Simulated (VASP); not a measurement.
Write the native input for VASP 6.6.1 that does the following.

- Task: single point
- Functional: PBE
- Potentials or basis: VASP PAW PBE potentials, release 64 (B, N)
- Cutoff: 520 eV
- k mesh: 9 × 9 × 6
- Occupations: gaussian, width 0.01 eV
- Spin: no spin polarisation
- Dipole correction: no
- Further INCAR settings: ALGO = Normal; EDIFF = 1e-06; NBANDS = 16

The structure of BN (pbe) lies in POSCAR:

```
BN
1.0
    2.5285207801      0.0000000000      0.0000000000
   -1.2642603900      2.1897632295      0.0000000000
    0.0000000000      0.0000000000      4.1816427690
B N
2 2
Direct
    0.3333333333      0.6666666667     -0.0002010630
    0.6666666667      0.3333333333      0.4997989370
    0.3333333333      0.6666666667      0.3742010630
    0.6666666667      0.3333333333      0.8742010630
```

The input as run:

INCAR

```
SYSTEM = BN
  ALGO = Normal
  EDIFF = 1E-6
  ENCUT = 520
  GGA = PE
  ISIF = 2
  ISMEAR = 0
  LASPH = .True.
  LCHARG = .False.
  LREAL = .False.
  LWAVE = .False.
  NBANDS = 16
  NELM = 100
  PREC = Accurate
  SIGMA = 0.01
```

KPOINTS

```
k-points
0
Gamma
  9 9 6
  0 0 0
```

Potentials or basis: VASP PAW PBE potentials, release 64 (B, N).

Run with:

```console
$ cat potpaw_PBE.64/B/POTCAR potpaw_PBE.64/N/POTCAR > POTCAR
$ mpirun -np 1 vasp_std > vasp.out
```

Results of the run:

```json
{
 "Pressure": "12.4 GPa",
 "Largest force": "0.003 eV/Å",
 "Band gap on the k mesh": "5.15 eV, indirect (least direct gap 8.37 eV)"
}
```

Wall time 14 s on 1 thread of AMD EPYC 7R43 64-Core Processor (Zen 3), with other jobs on the host, peak memory 0.1 GiB.
